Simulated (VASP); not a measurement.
# TaTc in VASP: further runs, part 2 of 2

VASP 6.6.1. Earlier steps stand in the parts before.

### 3 Relaxation of the atoms, LDA

This run uses another cell than the first one.

Input file INCAR:

```
  PREC = Accurate
  ENCUT = 450
  EDIFF = 1E-7
  ISMEAR = -1
  SIGMA = 0.15
  LREAL = False
  LASPH = True
  NELM = 120
  ALGO = Normal
  ISIF = 2
  LWAVE = False
  LCHARG = False
  LDIPOL = True
  IDIPOL = 3
  DIPOL = 0.5 0.5 0.500
  GGA = CA
  IBRION = 2
  NSW = 50
  EDIFFG = -0.03
  GGA_COMPAT = False
  NELMIN = 4
  NELMDL = -8
```

Input file KPOINTS:

```
Automatic mesh
0
Gamma
  5 5 1
```

Input file POSCAR:

```
TaTc
1.0
    3.1720000000      0.0000000000      0.0000000000
    0.0000000000      3.1720000000      0.0000000000
    0.0000000000      0.0000000000     19.9300000000
Ta Tc
3 3
Selective dynamics
Direct
    0.0000000000      0.0000000000      0.3010536879  F F F
    0.0000000000      0.0000000000      0.4602107376  F F F
    0.0000000000      0.0000000000      0.6193677873  T T T
    0.5000000000      0.5000000000      0.3806322127  F F F
    0.5000000000      0.5000000000      0.5397892624  T T T
    0.5000000000      0.5000000000      0.6989463121  T T T
```

Potentials or basis: VASP PAW LDA potentials, release 64 (Ta_pv, Tc_pv).

Started as:

```console
$ cat potpaw_LDA.64/Ta_pv/POTCAR potpaw_LDA.64/Tc_pv/POTCAR > POTCAR
$ mpirun -np 1 vasp_std > vasp.out
```

OUTCAR:

```text
PREC = Accurate
   ENCUT = 450
   EDIFF = 1E-7
   ISMEAR = -1
   LREAL = False
   LASPH = True
   NELM = 120
   ISIF = 2
   GGA = CA
   IBRION = 2
   NSW = 50
   EDIFFG = -0.03
   NELMIN = 4
   NELMDL = -8

 ion  position               nearest neighbor table
   1  0.000  0.000  0.301-   4 2.75   4 2.75   4 2.75   4 2.75   2 3.17
   2  0.000  0.000  0.460-   5 2.75   5 2.75   5 2.75   5 2.75   4 2.75   4 2.75   4 2.75   4 2.75
                             1 3.17   3 3.17
   3  0.000  0.000  0.619-   6 2.75   6 2.75   6 2.75   6 2.75   5 2.75   5 2.75   5 2.75   5 2.75
                             2 3.17
   4  0.500  0.500  0.381-   1 2.75   1 2.75   1 2.75   1 2.75   2 2.75   2 2.75   2 2.75   2 2.75
                             5 3.17
   5  0.500  0.500  0.540-   2 2.75   2 2.75   2 2.75   2 2.75   3 2.75   3 2.75   3 2.75   3 2.75
                             4 3.17   6 3.17
   6  0.500  0.500  0.699-   3 2.75   3 2.75   3 2.75   3 2.75   5 3.17

  LATTYP: Found a simple tetragonal cell.
 ALAT       =     3.1720000000
 C/A-ratio  =     6.2831021438

  Lattice vectors:

 A1 = (   3.1720000000,   0.0000000000,   0.0000000000)
 A2 = (   0.0000000000,   3.1720000000,   0.0000000000)
 A3 = (   0.0000000000,   0.0000000000,  19.9300000000)

Analysis of symmetry for initial positions (statically):
[... 372 lines left out ...]
  ---------------------------------------------------
  free  energy   TOTEN  =       -71.3773701595 eV

  energy  without entropy=      -70.9245922074  energy(sigma->0) =      -71.15098118

 dipolmoment           0.000000      0.000000     -0.002582 electrons x Angstroem

--------------------------------------- Ionic step       10  -------------------------------------------

 number of electron      71.9999995 magnetization

 dipolmoment           0.000000      0.000000      0.000488 electrons x Angstroem

 Free energy of the ion-electron system (eV)
  ---------------------------------------------------
  ext. energy  EPLUGINS =         0.00000000
  ---------------------------------------------------
  free energy    TOTEN  =       -71.37741270 eV

  energy without entropy =      -70.92475571  energy(sigma->0) =      -71.15108420

 E-fermi :   2.1798     XC(G=0):  -7.5379

 val. band max:        2.1476051456   @ k =   0.4000   0.0000   0.0000
 cond. band min:       2.1833437064   @ k =   0.0000   0.0000   0.0000
 fundamental gap:      0.0357385608
 Fermi energy:         2.1798497945

 k-point     1 :       0.0000    0.0000    0.0000
  band No.  band energies     occupation
      1     -36.4903      2.00000
      2     -36.4550      2.00000
      3     -36.4550      2.00000
      4     -36.3193      2.00000
      5     -36.2199      2.00000
      6     -36.2199      2.00000
[... 265 lines left out ...]
     42       4.0717      0.00001
     43       4.1719      0.00000

------------------------ aborting loop because EDIFF is reached ----------------------------------------

 vacuum level on the upper side and lower side of the slab       (xc-potential included)        -0.293        -0.391

  FORCE on cell =-STRESS in cart. coord.  units (eV):
  Direction    XX          YY          ZZ          XY          YZ          ZX
  --------------------------------------------------------------------------------------
  -------------------------------------------------------------------------------------
  Total       -8.8173785     -8.8173785     -3.4362786      0.0000000      0.0000000     -0.0000000
  in kB      -70.4492558    -70.4492558    -27.4552435      0.0000000      0.0000000     -0.0000000
  external PRESSURE =     -56.1179184 kB  Pullay stress =       0.0000000 kB
[... 21 lines left out ...]
  FREE ENERGIE OF THE ION-ELECTRON SYSTEM (eV)
  ---------------------------------------------------
  free  energy   TOTEN  =       -71.3774127012 eV

  energy  without entropy=      -70.9247557057  energy(sigma->0) =      -71.15108420

 reached required accuracy - stopping structural energy minimisation

 vacuum level on the upper side and lower side of the slab         6.240         6.140
```

OSZICAR:

```text
N       E                     dE             d eps       ncg     rms          rms(c)
DAV:   1     0.782405962472E+03    0.78241E+03   -0.39878E+04   644   0.141E+03
DAV:   2    -0.434539766257E+02   -0.82586E+03   -0.81379E+03   582   0.432E+02
DAV:   3    -0.761138294167E+02   -0.32660E+02   -0.31964E+02   712   0.873E+01
[... 180 lines left out ...]
DAV:   4    -0.713774127497E+02    0.20457E-05   -0.12585E-04   719   0.499E-02    0.143E-02
DAV:   5    -0.713774140152E+02   -0.12655E-05   -0.24953E-05   688   0.244E-02    0.122E-02
DAV:   6    -0.713774132540E+02    0.76115E-06   -0.12525E-05   733   0.160E-02    0.624E-03
DAV:   7    -0.713774127130E+02    0.54097E-06   -0.29470E-06   597   0.828E-03    0.269E-03
DAV:   8    -0.713774127012E+02    0.11858E-07   -0.23702E-07   495   0.246E-03
  10 F= -.71377413E+02 E0= -.71151084E+02  d E =-.137974E-03
```

CONTCAR:

```text
TaTc
   1.00000000000000
     3.1720000000000002    0.0000000000000000    0.0000000000000000
     0.0000000000000000    3.1720000000000002    0.0000000000000000
     0.0000000000000000    0.0000000000000000   19.9299999999999997
  Ta              Tc
     3     3
Selective dynamics
Direct
     0.0000000000000000    0.0000000000000000    0.3010536879000014   F   F   F
     0.0000000000000000    0.0000000000000000    0.4602107376000006   F   F   F
     0.0000000000000000    0.0000000000000000    0.6176996287301696   T   T   T
     0.5000000000000000    0.5000000000000000    0.3806322127000001   F   F   F
     0.5000000000000000    0.5000000000000000    0.5354973972626805   T   T   T
     0.5000000000000000    0.5000000000000000    0.6836631561740599   T   T   T

  0.00000000E+00  0.00000000E+00  0.00000000E+00
  0.00000000E+00  0.00000000E+00  0.00000000E+00
  0.00000000E+00  0.00000000E+00  0.00000000E+00
  0.00000000E+00  0.00000000E+00  0.00000000E+00
  0.00000000E+00  0.00000000E+00  0.00000000E+00
  0.00000000E+00  0.00000000E+00  0.00000000E+00
```

Wall time 4.7 min (1 thread of Intel Xeon 6975P-C (Granite Rapids), shared host); peak memory 0.23 GiB.

What came out:

```yaml
Free_energy: -71.3774 eV
Energy_gained_by_relaxing: 58.7 meV/atom
Ionic_steps: 10
Band_gap_on_the_k_mesh: zero (bands 36 and 37 overlap by 0.69 eV)
```

Step by step:
```csv
step,energy change (eV),largest force on free atoms (eV/Å),pressure (GPa)
1,0.0000,2.2916,-9.45
2,-0.2519,0.9536,-8.22
3,-0.2682,0.5957,-7.73
4,-0.2947,0.4900,-7.37
5,-0.3367,0.5454,-6.20
6,-0.3377,0.6237,-5.95
7,-0.3520,0.0754,-5.60
8,-0.3522,0.0672,-5.63
9,-0.3523,0.0341,-5.60
10,-0.3523,0.0089,-5.61
```

Final structure:
```yaml
crystal:
  lattice:
    - [3.17200, 0.00000, 0.00000]
    - [0.00000, 3.17200, 0.00000]
    - [0.00000, 0.00000, 19.93000]
  atoms:
    - { symbol: Ta, position: [0.00000, 0.00000, 0.30105] }
    - { symbol: Ta, position: [0.00000, 0.00000, 0.46021] }
    - { symbol: Ta, position: [0.00000, 0.00000, 0.61770] }
    - { symbol: Tc, position: [0.50000, 0.50000, 0.38063] }
    - { symbol: Tc, position: [0.50000, 0.50000, 0.53550] }
    - { symbol: Tc, position: [0.50000, 0.50000, 0.68366] }
```

Levels at points of the mesh, in eV from the Fermi level:
```tsv
k point	band 34	band 35	band 36	band 37	band 38	band 39
(0.00, 0.00, 0.00)	-0.66	-0.26	-0.26	-0.21	0.00	0.08
```

Caveat: the k points lie up to 0.40 Å⁻¹ apart, too coarse for converged energies and pressures of a metal; spin-orbit coupling is left out, which moves the levels of the heavy elements.
